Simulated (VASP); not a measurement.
# Mg9O8 (a cell with a defect) in VASP: further runs

The runs below take Mg9O8 (a cell with a defect) through single point, with PBE.

All numbers are computed with VASP 6.6.1; they aren't measurements. Logs are shortened: lines on timing, memory, paths and dates and some standing lists are left out, and cuts for length are marked.

### 1 The cell of the first run

The cell holds a defect, 17 atoms: a = 5.694 Å, b = 5.694 Å, c = 5.694 Å, α = 60.00°, β = 60.00°, γ = 60.00°.

### 2 Single point, PBE

Contents of INCAR:

```
SYSTEM = Mg9O8
PREC = Accurate
ENCUT = 750
EDIFF = 1E-6
ISMEAR = 0
SIGMA = 0.05
LREAL = Auto
LASPH = .True.
NELM = 120
ALGO = Normal
ISIF = 2
LWAVE = .False.
LCHARG = .False.
GGA = PE
NBANDS = 83
GGA_COMPAT = .False.
```

Contents of KPOINTS:

```
Automatic mesh
0
Gamma
  2 2 2
  0 0 0
```

Contents of POSCAR:

```
Mg9O8
1.0
    0.0000000000      4.0260000000      4.0260000000
    4.0260000000      0.0000000000      4.0260000000
    4.0260000000      4.0260000000      0.0000000000
Mg O
9 8
Direct
   -0.0143658718     -0.0021579732      0.0333787879
    0.0167896175     -0.0347523597      0.5319095877
    0.0426753602      0.4930712866     -0.0117307501
   -0.0078653751      0.4912632886      0.5256512668
    0.4645869349      0.0254547938      0.0471979632
    0.4879309488     -0.0348541977      0.5318214108
    0.4779171634      0.4928784153     -0.0113319672
    0.5835810979      0.5981024590      0.2373553154
    0.5188483607      0.3344035022      0.6300262047
    0.2336811972      0.2468451316      0.2873237705
    0.2215304272      0.2153384252      0.7919504471
    0.2183722057      0.7608401639      0.2558746895
    0.2150814704      0.7760365127      0.7957719821
    0.7494380278      0.2163334575      0.2859280924
    0.7730126677      0.2147742176      0.7925029806
    0.7669877049      0.7616059364      0.2552604322
    0.7296803279      0.7371780924      0.8053415301
```

Potentials or basis: VASP PAW PBE potentials, release 64 (Mg_sv, O).

Started as:

```console
$ cat potpaw_PBE.64/Mg_sv/POTCAR potpaw_PBE.64/O/POTCAR > POTCAR
$ mpirun -np 1 vasp_std > vasp.out
```

OUTCAR:

```text
SYSTEM = Mg9O8
   PREC = Accurate
   ENCUT = 750
   EDIFF = 1E-6
   ISMEAR = 0
   LREAL = Auto
   LASPH = .True.
   NELM = 120
   ISIF = 2
   GGA = PE

 ion  position               nearest neighbor table
   1  0.986  0.998  0.033-  11 1.83  15 1.83  16 1.83  12 1.83  13 1.85  14 1.90
   2  0.017  0.965  0.532-  13 1.89  12 1.96  10 2.02  15 2.05  14 2.07  17 2.08
   3  0.043  0.493  0.988-  13 1.87  11 1.95  10 2.00  17 2.03   8 2.19
   4  0.992  0.491  0.526-  10 1.94  16 2.00  12 2.00  11 2.00  15 2.00  17 2.12
   5  0.465  0.025  0.047-  10 1.86   8 2.00  15 2.03  11 2.03  16 2.07  12 2.07   9 2.11
   6  0.488  0.965  0.532-  13 1.88  16 1.96  10 2.02  11 2.06  14 2.07  17 2.08
   7  0.478  0.493  0.989-  13 1.87  15 1.95  10 2.00  17 2.03   8 2.19
   8  0.584  0.598  0.237-  16 1.77  12 1.77  14 1.82   9 1.94   5 2.00  17 2.01   3 2.19   7 2.19

   9  0.519  0.334  0.630-  15 1.77  11 1.77   8 1.94  14 1.97   5 2.11
  10  0.234  0.247  0.287-   5 1.86   4 1.94   3 2.00   7 2.00   2 2.02   6 2.02
  11  0.222  0.215  0.792-   9 1.77   1 1.83   3 1.95   4 2.00   5 2.03   6 2.06
  12  0.218  0.761  0.256-   8 1.77   1 1.83   2 1.96   4 2.00   5 2.07
  13  0.215  0.776  0.796-   1 1.85   3 1.87   7 1.87   6 1.88   2 1.89
  14  0.749  0.216  0.286-   8 1.82   1 1.90   9 1.97   6 2.07   2 2.07
  15  0.773  0.215  0.793-   9 1.77   1 1.83   7 1.95   4 2.00   5 2.03   2 2.05
  16  0.767  0.762  0.255-   8 1.77   1 1.83   6 1.96   4 2.00   5 2.07
  17  0.730  0.737  0.805-   8 2.01   3 2.03   7 2.03   2 2.08   6 2.08   4 2.12

  LATTYP: Found a face centered cubic cell.
 ALAT       =     8.0520000000

  Lattice vectors:

 A1 = (   0.0000000000,   4.0260000000,   4.0260000000)
 A2 = (   4.0260000000,   0.0000000000,   4.0260000000)
 A3 = (   4.0260000000,   4.0260000000,   0.0000000000)

Analysis of symmetry for initial positions (statically):
=====================================================================
 Subroutine PRICEL returns:
 Original cell was already a primitive cell.

 Routine SETGRP: Setting up the symmetry group for a
 face centered cubic supercell.

 Subroutine GETGRP returns: Found  1 space group operations
 (whereof  1 operations were pure point group operations)
 out of a pool of 48 trial point group operations.

The static configuration has the point symmetry C_1 .

Analysis of symmetry for dynamics (positions and initial velocities):
=====================================================================
 Subroutine PRICEL returns:
 Original cell was already a primitive cell.

 Routine SETGRP: Setting up the symmetry group for a
 face centered cubic supercell.

 Subroutine GETGRP returns: Found  1 space group operations
 (whereof  1 operations were pure point group operations)
 out of a pool of 48 trial point group operations.

The dynamic configuration has the point symmetry C_1 .

 Subroutine INISYM returns: Found  1 space group operations
 (whereof  1 operations are pure point group operations),
 and found     1 'primitive' translations

----------------------------------------------------------------------------------------

                                     Primitive cell

  volume of cell :     130.5123

  direct lattice vectors                    reciprocal lattice vectors
     0.000000000  4.026000000  4.026000000    -0.124192747  0.124192747  0.124192747
     4.026000000  0.000000000  4.026000000     0.124192747 -0.124192747  0.124192747
     4.026000000  4.026000000  0.000000000     0.124192747  0.124192747 -0.124192747

  length of vectors
     5.693623802  5.693623802  5.693623802     0.215108148  0.215108148  0.215108148

  position of ions in fractional coordinates (direct lattice)
     0.985634128  0.997842027  0.033378788
     0.016789618  0.965247640  0.531909588
     0.042675360  0.493071287  0.988269250
     0.992134625  0.491263289  0.525651267
     0.464586935  0.025454794  0.047197963
     0.487930949  0.965145802  0.531821411
[... 9 lines left out ...]
     0.766987705  0.761605936  0.255260432
     0.729680328  0.737178092  0.805341530

  ion indices of the primitive-cell ions
   primitive index   ion index
                 1           1
                 2           2
                 3           3
                 4           4
                 5           5
                 6           6
[... 9 lines left out ...]
                16          16
                17          17

----------------------------------------------------------------------------------------

 KPOINTS: Automatic mesh

Automatic generation of k-mesh.
 Grid dimensions read from file:
 generate k-points for:    2    2    2

 Generating k-lattice:

  Cartesian coordinates                     Fractional coordinates (reciprocal lattice)
    -0.062096374  0.062096374  0.062096374     0.500000000  0.000000000  0.000000000
     0.062096374 -0.062096374  0.062096374     0.000000000  0.500000000  0.000000000
     0.062096374  0.062096374 -0.062096374     0.000000000  0.000000000  0.500000000

  Length of vectors
     0.107554074  0.107554074  0.107554074

  Shift w.r.t. Gamma in fractional coordinates (k-lattice)
     0.000000000  0.000000000  0.000000000

 Subroutine IBZKPT returns following result:
 ===========================================

 Found      8 irreducible k-points:

 Following reciprocal coordinates:
            Coordinates               Weight
  0.000000  0.000000  0.000000      1.000000
  0.500000  0.000000  0.000000      1.000000
  0.000000  0.500000  0.000000      1.000000
  0.000000  0.000000  0.500000      1.000000
  0.500000  0.500000  0.500000      1.000000
  0.500000  0.500000  0.000000      1.000000
  0.000000  0.500000  0.500000      1.000000
  0.500000  0.000000  0.500000      1.000000
   k-points           NKPTS =      8   k-points in BZ     NKDIM =      8   number of bands    NBANDS=     83
   number of dos      NEDOS =    301   number of ions     NIONS =     17
   total plane-waves  NPLWV = 157464
   dimension x,y,z NGX =    54 NGY =   54 NGZ =   54
   dimension x,y,z NGXF=   108 NGYF=  108 NGZF=  108
   ions per type =               9   8
   NGX,Y,Z   is equivalent  to a cutoff of  15.77, 15.77, 15.77 a.u.
   NGXF,Y,Z  is equivalent  to a cutoff of  31.53, 31.53, 31.53 a.u.
 SYSTEM =  Mg9O8
   PREC   = accura    normal or accurate (medium, high low for compatibility)
   ISTART =      0    job   : 0-new  1-cont  2-samecut
   ICHARG =      2    charge: 1-file 2-atom 10-const
   ISPIN  =      1    spin polarized calculation?
   LNONCOLLINEAR =      F non collinear calculations
   LSORBIT =      F    spin-orbit coupling
   LASPH  =      T    aspherical Exc in radial PAW
   ENCUT  =  750.0 eV  55.12 Ry    7.42 a.u.  12.71 12.71 12.71*2*pi/ulx,y,z
   NELM   =    120;   NELMIN=  2; NELMDL= -5     # of ELM steps
   EDIFF  = 0.1E-05   stopping-criterion for ELM
   LREAL  =      T    real-space projection
   EDIFFG = 0.1E-04   stopping-criterion for IOM
   NSW    =      0    number of steps for IOM
   IBRION =     -1    ionic relax: 0-MD 1-quasi-New 2-CG
   NFREE  =      0    steps in history (QN), initial steepest desc. (CG)
   ISIF   =      2    stress and relaxation
   ISYM   =      2    0-nonsym 1-usesym 2-fastsym
   POTIM  = 0.5000    time-step for ionic-motion
   TEBEG  =    0.0;   TEEND  =   0.0 temperature during run
   PSTRESS=    0.0 pullay stress
   NELECT =     138.0000    total number of electrons
   NUPDOWN=      -1.0000    fix difference up-down
   EMIN   =  10.00;   EMAX   =-10.00  energy-range for DOS
   EFERMI =   0.00;   METHOD = LEGACY
   ISMEAR =     0;   SIGMA  =   0.05  broadening in eV -4-tet -1-fermi 0-gaus
   EFERMI_NEDOS =   21; number of points for ismear=-14 and -15
   IALGO  =     38    algorithm
   IMIX   =      4    mixing-type and parameters
     AMIX     =   0.40;   BMIX     =  1.00
     AMIX_MAG =   1.60;   BMIX_MAG =  1.00
  volume/ion in A,a.u.               =       7.68        51.81
  Fermi-wavevector in a.u.,A,eV,Ry     =   1.667826  3.151734 37.846561  2.781644
  Thomas-Fermi vector in A             =   2.753780
   LORBIT       =      0    0 simple, 1 ext, 2 COOP (PROOUT), +10 PAW based schemes
   GGA     = PE    functional components
   LHFCALC =     F    Hartree Fock is set to
   AEXX    =    0.0000 exact exchange contribution
   IVDW    =     0    specifies the selected vdW correction
   LEPSILON=     F    determine dielectric tensor
   LRPA    =     F    only Hartree local field effects (RPA)
 non-spin polarized calculation
 Gauss-broadening in eV      SIGMA  =   0.05
  energy-cutoff  :      750.00
  volume of cell :      130.51
 maximum number of plane-waves:      6116
 NGX is ok and might be reduce to    54
   NGX = 25   NGY = 25   NGZ = 25

 number of electron     137.9999999 magnetization

 Free energy of the ion-electron system (eV)
  ---------------------------------------------------
  ext. energy  EPLUGINS =         0.00000000
  ---------------------------------------------------
  free energy    TOTEN  =       -73.49380143 eV

  energy without entropy =      -73.49139377  energy(sigma->0) =      -73.49259760

 E-fermi :  11.6459     XC(G=0): -12.4878

 val. band max:       11.5940259516   @ k =   0.0000   0.5000   0.5000
 cond. band min:      11.6977535693   @ k =   0.0000   0.0000   0.0000
 fundamental gap:      0.1037276177
 Fermi energy:        11.6459002361

 k-point     1 :       0.0000    0.0000    0.0000
  band No.  band energies     occupation
      1     -68.6645      2.00000
      2     -68.2107      2.00000
      3     -67.7539      2.00000
      4     -67.7416      2.00000
      5     -67.2160      2.00000
      6     -67.2056      2.00000
[... 73 lines left out ...]
     80      17.7253      0.00000
     81      18.0292      0.00000

 k-point     2 :       0.5000    0.0000    0.0000
  band No.  band energies     occupation
      1     -68.6644      2.00000
      2     -68.2107      2.00000
      3     -67.7569      2.00000
      4     -67.7389      2.00000
      5     -67.2144      2.00000
      6     -67.2069      2.00000
[... 73 lines left out ...]
     80      16.8167      0.00000
     81      17.0170      0.00000
[... 418 lines left out ...]
     80      16.5983      0.00000
     81      16.9528      0.00000

 k-point     8 :       0.5000    0.0000    0.5000
  band No.  band energies     occupation
      1     -68.6633      2.00000
      2     -68.2122      2.00000
      3     -67.7568      2.00000
      4     -67.7389      2.00000
      5     -67.2144      2.00000
      6     -67.2068      2.00000
[... 73 lines left out ...]
     80      16.6245      0.00000
     81      16.9598      0.00000
 [bands above 81 left out]

------------------------ aborting loop because EDIFF is reached ----------------------------------------

  FORCE on cell =-STRESS in cart. coord.  units (eV):
  Direction    XX          YY          ZZ          XY          YZ          ZX
  --------------------------------------------------------------------------------------
  -------------------------------------------------------------------------------------
  Total       66.3835598     76.3146608     76.5059025     -1.4170535     -5.1488742      1.3967258
  in kB      814.9290752    936.8439428    939.1916391    -17.3958444    -63.2079279     17.1463008
  external PRESSURE =     896.9882190 kB  Pullay stress =       0.0000000 kB

 VOLUME and BASIS-vectors are now :
 -----------------------------------------------------------------------------
  energy-cutoff  :      750.00
  volume of cell :      130.51
      direct lattice vectors                 reciprocal lattice vectors
     0.000000000  4.026000000  4.026000000    -0.124192747  0.124192747  0.124192747
     4.026000000  0.000000000  4.026000000     0.124192747 -0.124192747  0.124192747
     4.026000000  4.026000000  0.000000000     0.124192747  0.124192747 -0.124192747

 POSITION                                       TOTAL-FORCE (eV/Angst)
 -----------------------------------------------------------------------------------
      4.15169      4.10255      7.98548         0.033632      0.006718     -0.012824
      6.02755      2.20906      3.95368         0.048348     -0.056770     -0.041806
      5.96388      4.15058      2.15692        -0.011204      0.038871      0.000823
      4.09410      6.11061      5.97216         0.016832      0.007241     -0.009117
      0.29250      2.06045      1.97291        -0.029519     -0.016728      0.016743
      6.02679      4.10552      5.85009         0.048439      0.041127      0.056437
[... 9 lines left out ...]
      4.09390      4.11557      6.15412         0.001674      0.024875     -0.018177
      6.21018      6.18000      5.90557        -0.036361      0.064601     -0.058751
 -----------------------------------------------------------------------------------
    total drift:                                0.010902      0.011880     -0.016380

  FREE ENERGIE OF THE ION-ELECTRON SYSTEM (eV)
  ---------------------------------------------------
  free  energy   TOTEN  =       -73.4938014311 eV

  energy  without entropy=      -73.4913937672  energy(sigma->0) =      -73.49259760
```

Wall time 5.2 min (1 thread of Intel Xeon Platinum 8488C (Sapphire Rapids), shared host); peak memory 0.41 GiB.

What came out:

```
Free energy            : -73.4938 eV
Pressure               : 89.7 GPa
Largest force          : 0.319 eV/Å
Band gap on the k mesh : 0.10 eV
```

Forces on the atoms (eV/Å):
```
Mg   0.034  0.007 -0.013
Mg   0.048 -0.057 -0.042
Mg  -0.011  0.039  0.001
Mg   0.017  0.007 -0.009
Mg  -0.030 -0.017  0.017
Mg   0.048  0.041  0.056
Mg  -0.016 -0.002 -0.038
Mg  -0.263 -0.117  0.112
Mg   0.262 -0.127  0.130
O    0.028  0.026 -0.026
O   -0.045 -0.012 -0.036
O    0.007  0.013 -0.023
O    0.007 -0.024  0.020
O   -0.004  0.101 -0.086
O   -0.050  0.031  0.013
O    0.002  0.025 -0.018
O   -0.036  0.065 -0.059
```

Stress tensor (GPa, compression positive):
```
81.49 -1.74  1.71
-1.74 93.68 -6.32
 1.71 -6.32 93.92
```

Levels at points of the mesh, in eV from the valence-band top:
```tsv
k point	band 67	band 68	band 69	band 70	band 71	band 72
(0.00, 0.00, 0.00)	-7.00	-6.68	-1.93	0.10	0.37	0.84
(0.50, 0.00, 0.00)	-7.15	-6.93	-0.45	0.40	1.16	1.73
(0.00, 0.50, 0.00)	-7.21	-6.87	-0.33	0.36	1.48	1.88
(0.00, 0.00, 0.50)	-7.27	-6.94	-0.41	0.27	1.55	1.80
(0.50, 0.50, 0.50)	-7.14	-6.92	-0.45	0.40	1.16	1.73
(0.50, 0.50, 0.00)	-7.37	-6.99	-0.09	1.02	1.78	2.29
(0.00, 0.50, 0.50)	-7.50	-7.43	0.00	1.09	1.58	2.25
(0.50, 0.00, 0.50)	-7.38	-6.99	-0.09	1.03	1.78	2.28
```

Caveat: the k points lie up to 0.68 Å⁻¹ apart.

### 3 Single point, PBE

Contents of INCAR:

```
  ALGO = Normal
  EDIFF = 1E-6
  ENCUT = 750
  GGA = PE
  GGA_COMPAT = F
  ISIF = 2
  ISMEAR = 0
  LASPH = T
  LCHARG = F
  LREAL = Auto
  LWAVE = F
  NBANDS = 83
  NELM = 120
  PREC = Accurate
  SIGMA = 0.05
```

Contents of KPOINTS:

```
k-points
0
Gamma
  2 2 2
```

Contents of POSCAR:

```
Mg9O8
1.0
    0.0000000000      4.0260000000      4.0260000000
    4.0260000000      0.0000000000      4.0260000000
    4.0260000000      4.0260000000      0.0000000000
Mg O
9 8
Direct
   -0.0105638351     -0.0008996523      0.0222839046
    0.0463450075     -0.0468030303      0.5181179831
    0.0230606061      0.4972245405     -0.0109607551
   -0.0022501242      0.4908892201      0.5165101838
    0.4689546696      0.0146677844      0.0493428962
    0.4831774714     -0.0471675360      0.5187952062
    0.4918607799      0.4975917784     -0.0108717089
    0.5277819175      0.5962642822      0.3489716841
    0.5845806011      0.2088508445      0.6224057377
    0.2385792350      0.2520091903      0.2726584699
    0.2222262792      0.2203286140      0.7875091903
    0.2250403626      0.7590736463      0.2394745405
    0.2190386239      0.7621352459      0.8006141331
    0.7554166667      0.2499159215      0.2417557129
    0.7710692996      0.2217305017      0.7862059116
    0.7776886488      0.7581662941      0.2408746895
    0.7331340040      0.7710696721      0.7641138847
```

Potentials or basis: VASP PAW PBE potentials, release 64 (Mg_sv, O).

Started as:

```console
$ cat potpaw_PBE.64/Mg_sv/POTCAR potpaw_PBE.64/O/POTCAR > POTCAR
$ mpirun -np 1 vasp_std > vasp.out
```

OUTCAR:

```text
EDIFF = 1E-6
   ENCUT = 750
   GGA = PE
   ISIF = 2
   ISMEAR = 0
   LASPH = T
   LREAL = Auto
   NELM = 120
   PREC = Accurate

 ion  position               nearest neighbor table
   1  0.989  0.999  0.022-  16 1.82  12 1.83  11 1.83  15 1.83  13 1.85  14 1.90
   2  0.046  0.953  0.518-  13 1.87  12 1.95  10 2.00  17 2.03   9 2.20
   3  0.023  0.497  0.989-  13 1.88  11 1.95  10 2.02  16 2.07  14 2.07  17 2.08
   4  0.998  0.491  0.517-  10 1.94  11 2.00  15 2.00  16 2.00  12 2.01  17 2.13
   5  0.469  0.015  0.049-  10 1.86   9 2.00  12 2.04  16 2.04  11 2.07  15 2.07   8 2.10
   6  0.483  0.953  0.519-  13 1.87  16 1.95  10 2.00  17 2.03   9 2.20
[... 896 lines left out ...]
  Total       66.4115470     76.5198547     76.7844917      1.5245904     -5.3575303     -1.4893476
  in kB      815.2726473    939.3629178    942.6116191     18.7159747    -65.7694053    -18.2833324
  external PRESSURE =     899.0823947 kB  Pullay stress =       0.0000000 kB

 VOLUME and BASIS-vectors are now :
 -----------------------------------------------------------------------------
  energy-cutoff  :      750.00
  volume of cell :      130.51
      direct lattice vectors                 reciprocal lattice vectors
     0.000000000  4.026000000  4.026000000    -0.124192747  0.124192747  0.124192747
     4.026000000  0.000000000  4.026000000     0.124192747 -0.124192747  0.124192747
     4.026000000  4.026000000  0.000000000     0.124192747  0.124192747 -0.124192747

 POSITION                                       TOTAL-FORCE (eV/Angst)
 -----------------------------------------------------------------------------------
      4.11209      4.07318      8.00585         0.042218      0.000710      0.015391
      5.92351      2.27253      4.02416        -0.005332      0.005219      0.033455
      5.98370      4.07471      2.09467         0.043991     -0.041222     -0.051410
      4.05579      6.09641      5.99326         0.020110     -0.012736      0.004881
      0.25771      2.08667      1.94706        -0.029147      0.011547     -0.011605
      5.92477      4.03394      5.78138        -0.012230     -0.032658     -0.005561
[... 9 lines left out ...]
      4.02214      4.10074      6.18335        -0.047944      0.000908      0.036201
      6.18065      6.02792      6.05592        -0.036320     -0.066645      0.072856
 -----------------------------------------------------------------------------------
    total drift:                               -0.009494     -0.002884      0.000738

  FREE ENERGIE OF THE ION-ELECTRON SYSTEM (eV)
  ---------------------------------------------------
  free  energy   TOTEN  =       -73.4651032749 eV

  energy  without entropy=      -73.4645226455  energy(sigma->0) =      -73.46481296
```

It took 5.2 min on 1 thread of Intel Xeon Platinum 8488C (Sapphire Rapids), shared host; peak memory 0.4 GiB.

Results:

```
Free energy            : -73.4651 eV
Pressure               : 89.9 GPa
Largest force          : 0.336 eV/Å
Band gap on the k mesh : 0.16 eV
```

Forces on the atoms (eV/Å):
```
Mg   0.042  0.001  0.015
Mg  -0.005  0.005  0.033
Mg   0.044 -0.041 -0.051
Mg   0.020 -0.013  0.005
Mg  -0.029  0.012 -0.012
Mg  -0.012 -0.033 -0.006
Mg   0.039  0.051  0.043
Mg   0.278  0.141 -0.125
Mg  -0.255  0.139 -0.121
O    0.024 -0.028  0.022
O    0.002 -0.038  0.009
O   -0.048 -0.042 -0.008
O    0.000  0.028 -0.022
O   -0.015 -0.096  0.088
O   -0.001 -0.020  0.021
O   -0.048  0.001  0.036
O   -0.036 -0.067  0.073
```

Caveat: the k points lie up to 0.68 Å⁻¹ apart.
